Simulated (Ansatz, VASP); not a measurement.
# InP in VASP and in Ansatz

Contents of INCAR:

```
PREC = Accurate
ENCUT = 520
EDIFF = 1E-6
ISMEAR = 0
SIGMA = 0.05
LREAL = F
LASPH = T
NELM = 100
ALGO = Normal
ISIF = 2
LWAVE = F
LCHARG = F
GGA = PE
NBANDS = 16
```

Contents of KPOINTS:

```
Automatic mesh
0
Gamma
  12 12 12
```

POSCAR

```
InP
1.0
    0.0000000000      2.9319607337      3.0785587704
    2.9319607337      0.0000000000      3.0785587704
    2.9319607337      2.9319607337      0.0000000000
In P
1 1
Direct
    0.0000000000      0.0000000000      0.0000000000
    0.7500000000      0.7500000000      0.7500000000
```

Input for Ansatz:

```yaml
crystal:
  lattice:
    - [0.0, 2.9319607337, 3.0785587704]
    - [2.9319607337, 0.0, 3.0785587704]
    - [2.9319607337, 2.9319607337, 0.0]
  atoms:
    - { symbol: In, position: [0.0, 0.0, 0.0] }
    - { symbol: P, position: [0.75, 0.75, 0.75] }
basis:
  ecutwfc: 420
kpoints:
  mp_grid: { grid: [12, 12, 12] }
hamiltonian:
  xc: pbe
scf:
  occupations: { method: gaussian, width: 0.05 }
output:
  forces: true
  stress: true
  eigenvalues: true
```

Alike in both runs: task single point; functional PBE; k mesh 12 × 12 × 12; occupations gaussian, width 0.05 eV; no spin polarisation.

|  | VASP | Ansatz |
| --- | --- | --- |
| version | VASP 6.6.1 | Ansatz 0.2.0 |
| potentials or method | VASP PAW PBE potentials, release 64 (In_d, P), cutoff 520 eV | scalar-relativistic, plane waves, PAW |
| valence electrons in the cell | 18 | 18 |

Ansatz gave:

* gap on the k mesh at the Fermi level (eV): 0.35
* least direct gap on the mesh (eV): 0.35
* pressure (GPa): -0.1
* traceless stress, the component that is largest in VASP (GPa): -1.46

Question: What did VASP give for the same quantities?

Answer: gap on the k mesh at the Fermi level (eV): 0.35; least direct gap on the mesh (eV): 0.35; pressure (GPa): -0.1; traceless stress, the component that is largest in VASP (GPa): -1.47.

The functional is the same, so the differences come from potentials, cutoffs and numerics.
